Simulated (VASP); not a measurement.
# Fe (Im-3m) in VASP: a series of runs

Runs on Fe. Level: LDA. Tasks: density of states.

Program: VASP 6.6.1. These are calculated values, not measurements. Logs are shortened: lines on timing, memory, paths and dates and some standing lists are left out, and cuts for length are marked.

## (1) The cell of the first run

It takes space group Im-3m (No. 229, cubic). Conventional cell: a = 2.027 Å, b = 2.027 Å, c = 2.027 Å, α = 90.00°, β = 90.00°, γ = 90.00°. Fe (site symmetry m-3m) has 14 Fe at 1.76 to 2.03 Å within 2.3 Å.

## (2) Density of states, LDA, collinear spin, ferromagnetic start (volume scaled by 0.4)

File POSCAR:

```
Fe
1.0
   -1.0136316130      1.0136316130      1.0136316130
    1.0136316130     -1.0136316130      1.0136316130
    1.0136316130      1.0136316130     -1.0136316130
Fe
1
Direct
    0.0000000000      0.0000000000      0.0000000000
```

File INCAR.step1:

```
PREC = Accurate
ENCUT = 520
EDIFF = 1E-6
ISMEAR = -1
SIGMA = 0.05
LREAL = F
LASPH = T
NELM = 150
ALGO = Normal
ISIF = 2
LWAVE = F
LCHARG = T
ISPIN = 2
MAGMOM = 2.5
LMAXMIX = 4
NBANDS = 14
```

File KPOINTS.step1:

```
regular mesh
0
Gamma
  21 21 21
```

File INCAR.step2:

```
PREC = Accurate
ENCUT = 520
EDIFF = 1E-6
ISMEAR = -5
SIGMA = 0.05
LREAL = F
LASPH = T
NELM = 150
ALGO = Normal
ISIF = 2
LWAVE = F
LCHARG = F
ISPIN = 2
MAGMOM = 2.5
LORBIT = 11
LMAXMIX = 4
NEDOS = 2001
ICHARG = 11
```

File KPOINTS.step2:

```
regular mesh
0
Gamma
  32 32 32
```

Potentials or basis: VASP PAW LDA potentials, release 64 (Fe).

On the command line:

```sh
> cat potpaw_LDA.64/Fe/POTCAR > POTCAR
> cp INCAR.step1 INCAR
> cp KPOINTS.step1 KPOINTS
> mpirun -np 1 vasp_std > vasp.out
> cp INCAR.step2 INCAR
> cp KPOINTS.step2 KPOINTS
> mpirun -np 1 vasp_std > vasp.out
```

OUTCAR:

```text
PREC = Accurate
   ENCUT = 520
   EDIFF = 1E-6
   ISMEAR = -5
   LREAL = F
   LASPH = T
   NELM = 150
   ISIF = 2
   ISPIN = 2
   LORBIT = 11
   ICHARG = 11

 ion  position               nearest neighbor table
   1  0.000  0.000  0.000-

  LATTYP: Found a body centered cubic cell.
 ALAT       =     2.0272632260

  Lattice vectors:

 A1 = (  -1.0136316130,   1.0136316130,   1.0136316130)
 A2 = (   1.0136316130,  -1.0136316130,   1.0136316130)
 A3 = (   1.0136316130,   1.0136316130,  -1.0136316130)

Analysis of symmetry for initial positions (statically):
=====================================================================
 Subroutine PRICEL returns:
 Original cell was already a primitive cell.

 Routine SETGRP: Setting up the symmetry group for a
 body centered cubic supercell.

 Subroutine GETGRP returns: Found 48 space group operations
 (whereof 48 operations were pure point group operations)
 out of a pool of 48 trial point group operations.

The static configuration has the point symmetry O_h .

Analysis of symmetry for dynamics (positions and initial velocities):
=====================================================================
 Subroutine PRICEL returns:
 Original cell was already a primitive cell.

 Routine SETGRP: Setting up the symmetry group for a
 body centered cubic supercell.

 Subroutine GETGRP returns: Found 48 space group operations
 (whereof 48 operations were pure point group operations)
 out of a pool of 48 trial point group operations.

The dynamic configuration has the point symmetry O_h .

Analysis of structural, dynamic, and magnetic symmetry:
=====================================================================
 Subroutine PRICEL returns:
 Original cell was already a primitive cell.

 Routine SETGRP: Setting up the symmetry group for a
 body centered cubic supercell.

 Subroutine GETGRP returns: Found 48 space group operations
 (whereof 48 operations were pure point group operations)
 out of a pool of 48 trial point group operations.

The overall configuration has the point symmetry O_h .

 Subroutine INISYM returns: Found 48 space group operations
 (whereof 48 operations are pure point group operations),
 and found     1 'primitive' translations

----------------------------------------------------------------------------------------

                                     Primitive cell

  volume of cell :       4.1658

  direct lattice vectors                    reciprocal lattice vectors
    -1.013631613  1.013631613  1.013631613     0.000000000  0.493275854  0.493275854
     1.013631613 -1.013631613  1.013631613     0.493275854  0.000000000  0.493275854
     1.013631613  1.013631613 -1.013631613     0.493275854  0.493275854  0.000000000

  length of vectors
     1.755661454  1.755661454  1.755661454     0.697597403  0.697597403  0.697597403

  position of ions in fractional coordinates (direct lattice)
     0.000000000  0.000000000  0.000000000

  ion indices of the primitive-cell ions
   primitive index   ion index
                 1           1

----------------------------------------------------------------------------------------

 KPOINTS: regular mesh

Automatic generation of k-mesh.
 Grid dimensions read from file:
 generate k-points for:   32   32   32

 Generating k-lattice:

  Cartesian coordinates                     Fractional coordinates (reciprocal lattice)
     0.000000000  0.015414870  0.015414870     0.031250000  0.000000000  0.000000000
     0.015414870  0.000000000  0.015414870     0.000000000  0.031250000  0.000000000
     0.015414870  0.015414870  0.000000000     0.000000000  0.000000000  0.031250000

  Length of vectors
     0.021799919  0.021799919  0.021799919

  Shift w.r.t. Gamma in fractional coordinates (k-lattice)
     0.000000000  0.000000000  0.000000000

 TETIRR: Found  39615 inequivalent tetrahedra from   196608

 Subroutine IBZKPT returns following result:
 ===========================================

 Found    897 irreducible k-points:

 Following reciprocal coordinates:
            Coordinates               Weight
  0.000000  0.000000  0.000000      1.000000
  0.031250  0.000000  0.000000     12.000000
  0.062500  0.000000  0.000000     12.000000
  0.093750  0.000000  0.000000     12.000000
  0.125000  0.000000  0.000000     12.000000
  0.156250  0.000000  0.000000     12.000000
[... 16 lines left out ...]
  0.187500  0.031250  0.000000     48.000000
  0.218750  0.031250  0.000000     48.000000
 [... further k-points ...]
   k-points           NKPTS =    897   k-points in BZ     NKDIM =    897   number of bands    NBANDS=      9
   number of dos      NEDOS =   2001   number of ions     NIONS =      1
   total plane-waves  NPLWV =   2744
   dimension x,y,z NGX =    14 NGY =   14 NGZ =   14
   dimension x,y,z NGXF=    28 NGYF=   28 NGZF=   28
   ions per type =               1
   NGX,Y,Z   is equivalent  to a cutoff of  13.26, 13.26, 13.26 a.u.
   NGXF,Y,Z  is equivalent  to a cutoff of  26.51, 26.51, 26.51 a.u.
 SYSTEM =  unknown system
   PREC   = accura    normal or accurate (medium, high low for compatibility)
   ISTART =      0    job   : 0-new  1-cont  2-samecut
   ICHARG =     11    charge: 1-file 2-atom 10-const
   ISPIN  =      2    spin polarized calculation?
   LNONCOLLINEAR =      F non collinear calculations
   LSORBIT =      F    spin-orbit coupling
   LASPH  =      T    aspherical Exc in radial PAW
   ENCUT  =  520.0 eV  38.22 Ry    6.18 a.u.   3.26  3.26  3.26*2*pi/ulx,y,z
   NELM   =    150;   NELMIN=  2; NELMDL=  0     # of ELM steps
   EDIFF  = 0.1E-05   stopping-criterion for ELM
   LREAL  =      F    real-space projection
   EDIFFG = 0.1E-04   stopping-criterion for IOM
   NSW    =      0    number of steps for IOM
   IBRION =     -1    ionic relax: 0-MD 1-quasi-New 2-CG
   NFREE  =      0    steps in history (QN), initial steepest desc. (CG)
   ISIF   =      2    stress and relaxation
   ISYM   =      2    0-nonsym 1-usesym 2-fastsym
   POTIM  = 0.5000    time-step for ionic-motion
   TEBEG  =    0.0;   TEEND  =   0.0 temperature during run
   PSTRESS=    0.0 pullay stress
   NELECT =       8.0000    total number of electrons
   NUPDOWN=      -1.0000    fix difference up-down
   EMIN   =  10.00;   EMAX   =-10.00  energy-range for DOS
   EFERMI =   0.00;   METHOD = LEGACY
   ISMEAR =    -5;   SIGMA  =   0.05  broadening in eV -4-tet -1-fermi 0-gaus
   EFERMI_NEDOS =   21; number of points for ismear=-14 and -15
   IALGO  =     38    algorithm
   IMIX   =      4    mixing-type and parameters
     AMIX     =   0.40;   BMIX     =  1.00
     AMIX_MAG =   1.60;   BMIX_MAG =  1.00
  volume/ion in A,a.u.               =       4.17        28.11
  Fermi-wavevector in a.u.,A,eV,Ry     =   2.034876  3.845359 56.337938  4.140722
  Thomas-Fermi vector in A             =   3.041746
   LORBIT       =     11    0 simple, 1 ext, 2 COOP (PROOUT), +10 PAW based schemes
   GGA     = CA    functional components
   LHFCALC =     F    Hartree Fock is set to
   AEXX    =    0.0000 exact exchange contribution
   IVDW    =     0    specifies the selected vdW correction
   LEPSILON=     F    determine dielectric tensor
   LRPA    =     F    only Hartree local field effects (RPA)
 spin polarized calculation
 Fermi weights with tetrahedron method with Bloechl corrections
  energy-cutoff  :      520.00
  volume of cell :        4.17
 maximum number of plane-waves:       135
 NGX is ok and might be reduce to    14

 number of electron       7.9999994 magnetization      -0.0002322

 Free energy of the ion-electron system (eV)
  ---------------------------------------------------
  ext. energy  EPLUGINS =         0.00000000
  ---------------------------------------------------
  free energy    TOTEN  =         5.49834299 eV

  energy without entropy =        5.49834299  energy(sigma->0) =        5.49834299

 E-fermi :  23.4862     XC(G=0): -19.9174

 val. band max:       23.5592646147   @ k =   0.3125   0.0000   0.0000
 cond. band min:      23.3832273021   @ k =   0.2812   0.0000   0.0000
 fundamental gap:     -0.1760373126
 Fermi energy:        23.4862222129

 spin component 1

 k-point     1 :       0.0000    0.0000    0.0000
  band No.  band energies     occupation
      1      12.2383      1.00000
      2      17.0864      1.00000
      3      17.0864      1.00000
      4      17.0864      1.00000
      5      22.7327      1.00000
      6      22.7327      1.00000
      7      58.2465      0.00000
      8      58.2465      0.00000
      9      58.2465      0.00000

 k-point     2 :       0.0313    0.0000    0.0000
  band No.  band energies     occupation
      1      12.3429      1.00000
      2      17.0284      1.00000
      3      17.0775      1.00000
      4      17.1774      1.00000
      5      22.6565      1.00000
      6      22.7374      1.00000
      7      58.2528      0.00000
      8      58.2756      0.00000
      9      58.3761      0.00000

 k-point     3 :       0.0625    0.0000    0.0000
  band No.  band energies     occupation
      1      12.6417      1.00000
      2      16.8581      1.00000
      3      17.0519      1.00000
      4      17.4479      1.00000
      5      22.4497      1.00000
      6      22.7522      1.00000
      7      58.2503      0.00000
      8      58.3441      0.00000
      9      58.7587      0.00000
[... 229 lines left out ...]
 k-point    23 :       0.1875    0.0312    0.0000
  band No.  band energies     occupation
      1      13.4882      1.00000
      2      15.1167      1.00000
      3      18.3099      1.00000
      4      20.8667      1.00000
      5      21.5997      1.00000
      6      23.1240      1.01674
      7      56.6604      0.00000
      8      57.3121      0.00000
      9      62.7719      0.00000

 k-point    24 :       0.2188    0.0313    0.0000
  band No.  band energies     occupation
      1      12.8839      1.00000
      2      14.6351      1.00000
      3      19.4224      1.00000
      4      21.6829      1.00000
      5      22.0053      1.00086
      6      23.2769      0.85460
      7      55.8825      0.00000
      8      56.4054      0.00000
      9      63.9529      0.00000

 [... further k-points ...]

 spin component 2

 k-point     1 :       0.0000    0.0000    0.0000
  band No.  band energies     occupation
      1      12.2381      1.00000
      2      17.0862      1.00000
      3      17.0862      1.00000
      4      17.0862      1.00000
      5      22.7326      1.00000
      6      22.7326      1.00000
      7      58.2464      0.00000
      8      58.2464      0.00000
      9      58.2464      0.00000

 k-point     2 :       0.0313    0.0000    0.0000
  band No.  band energies     occupation
      1      12.3427      1.00000
      2      17.0281      1.00000
      3      17.0773      1.00000
      4      17.1772      1.00000
      5      22.6564      1.00000
      6      22.7373      1.00000
      7      58.2527      0.00000
      8      58.2756      0.00000
      9      58.3761      0.00000

 k-point     3 :       0.0625    0.0000    0.0000
  band No.  band energies     occupation
      1      12.6415      1.00000
      2      16.8578      1.00000
      3      17.0517      1.00000
      4      17.4477      1.00000
      5      22.4496      1.00000
      6      22.7521      1.00000
      7      58.2503      0.00000
      8      58.3441      0.00000
      9      58.7586      0.00000
[... 229 lines left out ...]
 k-point    23 :       0.1875    0.0312    0.0000
  band No.  band energies     occupation
      1      13.4881      1.00000
      2      15.1165      1.00000
      3      18.3097      1.00000
      4      20.8664      1.00000
      5      21.5996      1.00000
      6      23.1239      1.01677
      7      56.6603      0.00000
      8      57.3120      0.00000
      9      62.7718      0.00000

 k-point    24 :       0.2188    0.0313    0.0000
  band No.  band energies     occupation
      1      12.8838      1.00000
      2      14.6349      1.00000
      3      19.4223      1.00000
      4      21.6827      1.00000
      5      22.0050      1.00086
      6      23.2768      0.85475
      7      55.8824      0.00000
      8      56.4053      0.00000
      9      63.9508      0.00000

 [... further k-points ...]
[... 5 lines left out ...]
  --------------------------------------------------------------------------------------
  -------------------------------------------------------------------------------------
  Total       42.8797143     42.8797143     42.8797143      0.0000000      0.0000000      0.0000000
  in kB    16491.5711697  16491.5711697  16491.5711697      0.0000000      0.0000000      0.0000000
  external PRESSURE =   16491.5711697 kB  Pullay stress =       0.0000000 kB

 VOLUME and BASIS-vectors are now :
 -----------------------------------------------------------------------------
  energy-cutoff  :      520.00
  volume of cell :        4.17
      direct lattice vectors                 reciprocal lattice vectors
    -1.013631613  1.013631613  1.013631613     0.000000000  0.493275854  0.493275854
     1.013631613 -1.013631613  1.013631613     0.493275854  0.000000000  0.493275854
     1.013631613  1.013631613 -1.013631613     0.493275854  0.493275854  0.000000000

 POSITION                                       TOTAL-FORCE (eV/Angst)
 -----------------------------------------------------------------------------------
      0.00000      0.00000      0.00000         0.000000      0.000000     -0.000000
 -----------------------------------------------------------------------------------
    total drift:                               -0.000000     -0.000000     -0.000000

  FREE ENERGIE OF THE ION-ELECTRON SYSTEM (eV)
  ---------------------------------------------------
  free  energy   TOTEN  =         5.4983429891 eV

  energy  without entropy=        5.4983429891  energy(sigma->0) =        5.49834299

 total charge

# of ion       s       p       d       tot
------------------------------------------
    1        1.122   1.760   8.926  11.808

 magnetization (x)

# of ion       s       p       d       tot
------------------------------------------
    1        0.000  -0.000  -0.000  -0.000
```

Wall time 42 s (1 thread of Intel Xeon 6975P-C (Granite Rapids), shared host); peak memory 0.29 GiB.

Results:

```
Net moment : 0.00 μB per cell
```

Levels at points of the mesh, in eV from the Fermi level:
Spin up:
```tsv
k point	band 1	band 2	band 3	band 4	band 5	band 6	band 7	band 8	band 9
(0.00, 0.00, 0.00)	-11.25	-6.40	-6.40	-6.40	-0.75	-0.75	34.76	34.76	34.76
(0.50, 0.00, 0.00)	-14.88	-11.31	-0.11	0.83	5.05	6.05	24.91	26.67	40.06
(0.50, 0.50, 0.50)	-17.34	-17.34	3.74	3.74	3.74	23.47	23.47	23.47	34.11
```
Spin down:
| k point | band 2 | band 3 | band 4 | band 5 | band 6 | band 7 |
| --- | --- | --- | --- | --- | --- | --- |
| (0.00, 0.00, 0.00) | -6.40 | -6.40 | -6.40 | -0.75 | -0.75 | 34.76 |
| (0.50, 0.00, 0.00) | -11.31 | -0.11 | 0.83 | 5.05 | 6.05 | 24.91 |
| (0.50, 0.50, 0.50) | -17.34 | 3.74 | 3.74 | 3.74 | 23.47 | 23.47 |

Caveat: the starting moments collapsed, and a magnetic state may lie lower; tetrahedron occupations give inexact forces and stress in metals.

(Continued in part 2 of 2.)
